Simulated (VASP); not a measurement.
# Si2N in VASP: a series of runs

Runs on Si2N. Level: PBE. Tasks: single point.

All numbers are computed with VASP 6.6.1; they aren't measurements. Logs are shortened: lines on timing, memory, paths and dates and some standing lists are left out, and cuts for length are marked.

### Step 1. The cell of the first run

The cell holds a sheet with vacuum, 3 atoms: a = 4.327 Å, b = 4.327 Å, c = 15.000 Å, α = 90.00°, β = 90.00°, γ = 120.00°.

### Step 2. Single point, PBE

INCAR

```
SYSTEM = Si2N
  ALGO = Normal
  DIPOL = 0.5 0.5 0.502
  EDIFF = 1E-6
  ENCUT = 520
  GGA = PE
  IDIPOL = 3
  ISIF = 2
  ISMEAR = 0
  LASPH = .TRUE.
  LCHARG = .FALSE.
  LDIPOL = .TRUE.
  LREAL = .FALSE.
  LWAVE = .FALSE.
  NBANDS = 14
  NELM = 100
  PREC = Accurate
  SIGMA = 0.1
```

KPOINTS

```
k-points
0
G
  6 6 1
  0 0 0
```

POSCAR

```
Si2N
1.0
    4.3273490000      0.0000000000      0.0000000000
   -2.1636740000      3.7475940000      0.0000000000
    0.0000000000      0.0000000000     15.0000000000
Si N
2 1
Direct
    0.3333333300      0.6666666700      0.5067769900
    0.6666666700      0.3333333300      0.5067769900
    0.0000000000      0.0000000000      0.4932230100
```

Potentials or basis: VASP PAW PBE potentials, release 64 (Si, N).

On the command line:

```sh
$ cat potpaw_PBE.64/Si/POTCAR potpaw_PBE.64/N/POTCAR > POTCAR
$ mpirun -np 1 vasp_std > vasp.out
```

OUTCAR:

```text
SYSTEM = Si2N
   EDIFF = 1E-6
   ENCUT = 520
   GGA = PE
   ISIF = 2
   ISMEAR = 0
   LASPH = .TRUE.
   LREAL = .FALSE.
   NELM = 100
   PREC = Accurate

 ion  position               nearest neighbor table
   1  0.333  0.667  0.507-   2 2.50   2 2.50   2 2.50
   2  0.667  0.333  0.507-   1 2.50   1 2.50   1 2.50
   3  0.000  0.000  0.493-

  LATTYP: Found a hexagonal cell.
 ALAT       =     4.3273490000
 C/A-ratio  =     3.4663254570

  Lattice vectors:

 A1 = (   4.3273490000,   0.0000000000,   0.0000000000)
 A2 = (  -2.1636740000,   3.7475940000,   0.0000000000)
 A3 = (   0.0000000000,   0.0000000000,  15.0000000000)

Analysis of symmetry for initial positions (statically):
=====================================================================
 Subroutine PRICEL returns:
 Original cell was already a primitive cell.

 Routine SETGRP: Setting up the symmetry group for a
 hexagonal supercell.

 Subroutine GETGRP returns: Found 12 space group operations
 (whereof 12 operations were pure point group operations)
 out of a pool of 24 trial point group operations.

The static configuration has the point symmetry C_6v.

Analysis of symmetry for dynamics (positions and initial velocities):
=====================================================================
 Subroutine PRICEL returns:
 Original cell was already a primitive cell.

 Routine SETGRP: Setting up the symmetry group for a
 hexagonal supercell.

 Subroutine GETGRP returns: Found 12 space group operations
 (whereof 12 operations were pure point group operations)
 out of a pool of 24 trial point group operations.

The dynamic configuration has the point symmetry C_6v.

 Subroutine INISYM returns: Found 12 space group operations
 (whereof 12 operations are pure point group operations),
 and found     1 'primitive' translations

----------------------------------------------------------------------------------------

                                     Primitive cell

  volume of cell :     243.2572

  direct lattice vectors                    reciprocal lattice vectors
     4.327349000  0.000000000  0.000000000     0.231088364  0.133418904  0.000000000
    -2.163674000  3.747594000  0.000000000     0.000000000  0.266837870  0.000000000
     0.000000000  0.000000000 15.000000000     0.000000000  0.000000000  0.066666667

  length of vectors
     4.327349000  4.327348607 15.000000000     0.266837846  0.266837870  0.066666667

  position of ions in fractional coordinates (direct lattice)
     0.333333330  0.666666670  0.506776990
     0.666666670  0.333333330  0.506776990
     0.000000000  0.000000000  0.493223010

  ion indices of the primitive-cell ions
   primitive index   ion index
                 1           1
                 2           2
                 3           3

----------------------------------------------------------------------------------------

 KPOINTS: k-points

Automatic generation of k-mesh.
 Grid dimensions read from file:
 generate k-points for:    6    6    1

 Generating k-lattice:

  Cartesian coordinates                     Fractional coordinates (reciprocal lattice)
     0.038514727  0.022236484  0.000000000     0.166666667  0.000000000  0.000000000
     0.000000000  0.044472978  0.000000000     0.000000000  0.166666667  0.000000000
     0.000000000  0.000000000  0.066666667     0.000000000  0.000000000  1.000000000

  Length of vectors
     0.044472974  0.044472978  0.066666667

  Shift w.r.t. Gamma in fractional coordinates (k-lattice)
     0.000000000  0.000000000  0.000000000

 Subroutine IBZKPT returns following result:
 ===========================================

 Found      7 irreducible k-points:

 Following reciprocal coordinates:
            Coordinates               Weight
  0.000000  0.000000  0.000000      1.000000
  0.166667 -0.000000  0.000000      6.000000
  0.333333  0.000000  0.000000      6.000000
  0.500000 -0.000000  0.000000      3.000000
  0.166667  0.166667  0.000000      6.000000
  0.333333  0.166667  0.000000     12.000000
  0.333333  0.333333  0.000000      2.000000
   k-points           NKPTS =      7   k-points in BZ     NKDIM =      7   number of bands    NBANDS=     14
   number of dos      NEDOS =    301   number of ions     NIONS =      3
   total plane-waves  NPLWV = 114688
   dimension x,y,z NGX =    32 NGY =   32 NGZ =  112
   dimension x,y,z NGXF=    64 NGYF=   64 NGZF=  224
   ions per type =               2   1
   NGX,Y,Z   is equivalent  to a cutoff of  12.29, 12.29, 12.41 a.u.
   NGXF,Y,Z  is equivalent  to a cutoff of  24.59, 24.59, 24.83 a.u.
 SYSTEM =  Si2N
   PREC   = accura    normal or accurate (medium, high low for compatibility)
   ISTART =      0    job   : 0-new  1-cont  2-samecut
   ICHARG =      2    charge: 1-file 2-atom 10-const
   ISPIN  =      1    spin polarized calculation?
   LNONCOLLINEAR =      F non collinear calculations
   LSORBIT =      F    spin-orbit coupling
   LASPH  =      T    aspherical Exc in radial PAW
   ENCUT  =  520.0 eV  38.22 Ry    6.18 a.u.   8.05  8.05 27.89*2*pi/ulx,y,z
   NELM   =    100;   NELMIN=  2; NELMDL= -5     # of ELM steps
   EDIFF  = 0.1E-05   stopping-criterion for ELM
   LREAL  =      F    real-space projection
   EDIFFG = 0.1E-04   stopping-criterion for IOM
   NSW    =      0    number of steps for IOM
   IBRION =     -1    ionic relax: 0-MD 1-quasi-New 2-CG
   NFREE  =      0    steps in history (QN), initial steepest desc. (CG)
   ISIF   =      2    stress and relaxation
   ISYM   =      2    0-nonsym 1-usesym 2-fastsym
   POTIM  = 0.5000    time-step for ionic-motion
   TEBEG  =    0.0;   TEEND  =   0.0 temperature during run
   PSTRESS=    0.0 pullay stress
   NELECT =      13.0000    total number of electrons
   NUPDOWN=      -1.0000    fix difference up-down
   EMIN   =  10.00;   EMAX   =-10.00  energy-range for DOS
   EFERMI =   0.00;   METHOD = LEGACY
   ISMEAR =     0;   SIGMA  =   0.10  broadening in eV -4-tet -1-fermi 0-gaus
   EFERMI_NEDOS =   21; number of points for ismear=-14 and -15
   IALGO  =     38    algorithm
   IMIX   =      4    mixing-type and parameters
     AMIX     =   0.40;   BMIX     =  1.00
     AMIX_MAG =   1.60;   BMIX_MAG =  1.00
  volume/ion in A,a.u.               =      81.09       547.19
  Fermi-wavevector in a.u.,A,eV,Ry     =   0.616643  1.165287  5.173602  0.380249
  Thomas-Fermi vector in A             =   1.674445
   LORBIT       =      0    0 simple, 1 ext, 2 COOP (PROOUT), +10 PAW based schemes
   GGA     = PE    functional components
   LHFCALC =     F    Hartree Fock is set to
   AEXX    =    0.0000 exact exchange contribution
   IVDW    =     0    specifies the selected vdW correction
   LEPSILON=     F    determine dielectric tensor
   LRPA    =     F    only Hartree local field effects (RPA)
 non-spin polarized calculation
 Gauss-broadening in eV      SIGMA  =   0.10
  energy-cutoff  :      520.00
  volume of cell :      243.26
 maximum number of plane-waves:      6586
   NGX = 17   NGY = 17   NGZ = 55

 number of electron      13.0000000 magnetization

 dipolmoment           0.000000      0.000000     -0.009528 electrons x Angstroem

 Free energy of the ion-electron system (eV)
  ---------------------------------------------------
  ext. energy  EPLUGINS =         0.00000000
  ---------------------------------------------------
  free energy    TOTEN  =       -13.71794965 eV

  energy without entropy =      -13.70080885  energy(sigma->0) =      -13.70937925

 E-fermi :  -2.8413     XC(G=0):  -2.8538

 val. band max:       -2.8717978336   @ k =   0.3333   0.1667   0.0000
 cond. band min:      -2.5275955722   @ k =   0.3333   0.0000   0.0000
 fundamental gap:      0.3442022614
 Fermi energy:        -2.8413412577

 k-point     1 :       0.0000    0.0000    0.0000
  band No.  band energies     occupation
      1     -16.6209      2.00000
      2     -10.2055      2.00000
      3      -5.8368      2.00000
      4      -5.8368      2.00000
      5      -5.8348      2.00000
      6      -4.4053      2.00000
      7      -4.4053      2.00000
      8      -3.8400      2.00000
      9      -1.8229      0.00000
     10       0.9298      0.00000
     11       1.7810      0.00000
     12       2.0855      0.00000
     13       2.4920      0.00000
     14       4.7663      0.00000

 k-point     2 :       0.1667   -0.0000    0.0000
  band No.  band energies     occupation
      1     -16.4749      2.00000
      2     -10.5785      2.00000
      3      -6.7821      2.00000
      4      -6.4824      2.00000
      5      -5.6324      2.00000
      6      -4.6228      2.00000
      7      -3.3984      2.00000
      8      -2.0027      0.00000
      9      -1.4698      0.00000
     10       0.8567      0.00000
     11       1.2101      0.00000
     12       2.3628      0.00000
     13       2.7809      0.00000
     14       4.2879      0.00000

 k-point     3 :       0.3333    0.0000    0.0000
  band No.  band energies     occupation
      1     -16.1333      2.00000
      2     -11.3118      2.00000
      3      -8.0503      2.00000
      4      -7.1390      2.00000
      5      -5.0193      2.00000
      6      -3.2632      2.00000
      7      -2.5276      0.00001
      8      -1.8427      0.00000
      9      -0.4566      0.00000
     10       0.8128      0.00000
     11       2.0643      0.00000
     12       3.1994      0.00000
     13       3.2940      0.00000
     14       3.6731      0.00000
[... 35 lines left out ...]
 k-point     6 :       0.3333    0.1667    0.0000
  band No.  band energies     occupation
      1     -15.9356      2.00000
      2     -11.4354      2.00000
      3      -9.5786      2.00000
      4      -5.7977      2.00000
      5      -4.4287      2.00000
      6      -3.2745      2.00000
      7      -2.8718      1.33333
      8      -1.5919      0.00000
      9      -1.2966      0.00000
     10       1.7091      0.00000
     11       2.8736      0.00000
     12       3.1700      0.00000
     13       3.7828      0.00000
     14       4.3856      0.00000

 k-point     7 :       0.3333    0.3333    0.0000
  band No.  band energies     occupation
      1     -15.8334      2.00000
      2     -10.8751      2.00000
      3     -10.8751      2.00000
      4      -4.5069      2.00000
      5      -3.7010      2.00000
      6      -3.2872      2.00000
      7      -3.2872      2.00000
      8      -2.3231      0.00000
      9      -2.3231      0.00000
     10       3.0315      0.00000
     11       3.0315      0.00000
     12       3.7856      0.00000
     13       4.2274      0.00000
     14       4.2274      0.00000

------------------------ aborting loop because EDIFF is reached ----------------------------------------

 vacuum level on the upper side and lower side of the slab       (xc-potential included)        -0.091        -0.027

  FORCE on cell =-STRESS in cart. coord.  units (eV):
  Direction    XX          YY          ZZ          XY          YZ          ZX
  --------------------------------------------------------------------------------------
  -------------------------------------------------------------------------------------
  Total       -6.3623731     -6.3623726      0.0235891     -0.0000008     -0.0000000      0.0000000
  in kB      -41.9048222    -41.9048185      0.1553661     -0.0000056     -0.0000000      0.0000000
  external PRESSURE =     -27.8847582 kB  Pullay stress =       0.0000000 kB

 VOLUME and BASIS-vectors are now :
 -----------------------------------------------------------------------------
  energy-cutoff  :      520.00
  volume of cell :      243.26
      direct lattice vectors                 reciprocal lattice vectors
     4.327349000  0.000000000  0.000000000     0.231088364  0.133418904  0.000000000
    -2.163674000  3.747594000  0.000000000     0.000000000  0.266837870  0.000000000
     0.000000000  0.000000000 15.000000000     0.000000000  0.000000000  0.066666667

 POSITION                                       TOTAL-FORCE (eV/Angst)
 -----------------------------------------------------------------------------------
      0.00000      2.49840      7.60165         0.000000     -0.000000      0.093745
      2.16367      1.24920      7.60165        -0.000000      0.000000      0.093745
      0.00000      0.00000      7.39835        -0.000000      0.000000     -0.187489
 -----------------------------------------------------------------------------------
    total drift:                               -0.000000     -0.000000      0.000022

  FREE ENERGIE OF THE ION-ELECTRON SYSTEM (eV)
  ---------------------------------------------------
  free  energy   TOTEN  =       -13.7179496521 eV

  energy  without entropy=      -13.7008088482  energy(sigma->0) =      -13.70937925

 vacuum level on the upper side and lower side of the slab         2.011         2.117
```

It took 83 s on 1 thread of Intel Xeon 8259CL, shared host; peak memory 0.32 GiB.

Results:

```yaml
Free_energy: -13.7179 eV
Largest_force: 0.187 eV/Å
```

Forces in eV/Å, atoms in the order of the input:
```
Si   0.000  0.000  0.094
Si   0.000  0.000  0.094
N    0.000  0.000 -0.187
```

Levels at points of the mesh, in eV from the Fermi level:
| k point | band 4 | band 5 | band 6 | band 7 | band 8 | band 9 | band 10 | band 11 |
| --- | --- | --- | --- | --- | --- | --- | --- | --- |
| (0.00, 0.00, 0.00) | -3.00 | -2.99 | -1.56 | -1.56 | -1.00 | 1.02 | 3.77 | 4.62 |
| (0.50, 0.00, 0.00) | -4.53 | -1.49 | -0.59 | 0.90 | 1.84 | 1.92 | 3.21 | 6.14 |

### Step 3. Single point, PBE

INCAR

```
  ALGO = Normal
  DIPOL = 0.5 0.5 0.502
  EDIFF = 1E-6
  ENCUT = 520
  GGA = PE
  IDIPOL = 3
  ISIF = 2
  ISMEAR = 0
  LASPH = T
  LCHARG = T
  LDIPOL = T
  LELF = T
  LREAL = F
  LVACPOTAV = T
  LVHAR = T
  LWAVE = F
  NBANDS = 14
  NELM = 60
  PREC = Accurate
  SIGMA = 0.1
```

KPOINTS

```
k-points
0
Gamma
  6 6 1
```

POSCAR is that of step 2.

Potentials or basis: VASP PAW PBE potentials, release 64 (Si, N).

On the command line:

```sh
$ cat potpaw_PBE.64/Si/POTCAR potpaw_PBE.64/N/POTCAR > POTCAR
$ mpirun -np 1 vasp_std > vasp.out
```

Wall time 94 s (1 thread of Intel Xeon 8259CL, shared host); peak memory 0.32 GiB.

Results (log left out):

- Free energy: -13.7179 eV
- Largest force: 0.187 eV/Å

Forces in eV/Å, atoms in the order of the input:
```
Si   0.000  0.000  0.094
Si   0.000  0.000  0.094
N    0.000  0.000 -0.187
```

Levels at points of the mesh, in eV from the Fermi level:
```
           k point  band 4  band 5  band 6  band 7  band 8  band 9  band 10  band 11
(0.00, 0.00, 0.00)   -3.00   -2.99   -1.56   -1.56   -1.00    1.02     3.77     4.62
(0.50, 0.00, 0.00)   -4.53   -1.49   -0.59    0.90    1.84    1.92     3.21     6.14
```

### Step 4. Single point, PBE

This run uses another cell than the first one, of 105.92 Å³/atom, 1.306 times its volume.

INCAR

```
PREC     = Accurate       # precision mode
ENCUT    = 520            # plane-wave cutoff, eV
EDIFF    = 1E-6           # SCF threshold, eV
ISMEAR   = 0              # smearing method
SIGMA    = 0.1            # smearing width, eV
LREAL    = False          # projectors in reciprocal space
LASPH    = True           # aspherical terms in the spheres
NELM     = 80             # most SCF steps
ALGO     = Normal         # electronic algorithm
ISIF     = 2              # what is computed and relaxed
LWAVE    = False          # write WAVECAR
LCHARG   = False          # write CHGCAR
LDIPOL   = True         
IDIPOL   = 3            
DIPOL    = 0.5 0.5 0.311
GGA      = PE             # functional
NBANDS   = 14             # bands
```

KPOINTS

```
Automatic mesh
0
Gamma
  6 6 1
```

POSCAR

```
Si2N
1.0
    3.8933611122     -0.0000002597      0.0000000000
   -1.9466803312      3.3717497591      0.0000000000
    0.0000000000      0.0000000000     24.2066194000
Si N
2 1
Direct
    0.3333333333      0.6666666667      0.3196158548
    0.6666666667      0.3333333333      0.3196158548
    0.0000000000      0.0000000000      0.2944655769
```

On the command line:

```sh
$ cat potpaw_PBE.64/Si/POTCAR potpaw_PBE.64/N/POTCAR > POTCAR
$ mpirun -np 1 vasp_std > vasp.out
```

Wall time 2.2 min (1 thread of Intel Xeon 8259CL, shared host); peak memory 0.39 GiB.

The run converged. Its results:

```yaml
Free_energy: -14.6392 eV
Largest_force: 0.027 eV/Å
```

Forces in eV/Å, atoms in the order of the input:
```
Si   0.000  0.000 -0.013
Si   0.000  0.000 -0.013
N    0.000  0.000  0.027
```

Levels at points of the mesh, in eV from the Fermi level:
| k point | band 2 | band 3 | band 4 | band 5 | band 6 | band 7 | band 8 | band 9 | band 10 | band 11 |
| --- | --- | --- | --- | --- | --- | --- | --- | --- | --- | --- |
| (0.00, 0.00, 0.00) | -7.76 | -3.73 | -3.73 | -3.05 | -1.86 | -1.86 | 0.16 | 1.46 | 4.05 | 4.74 |
| (0.50, 0.00, 0.00) | -10.09 | -5.81 | -5.52 | -1.99 | -1.90 | 1.58 | 1.92 | 2.72 | 5.09 | 6.16 |
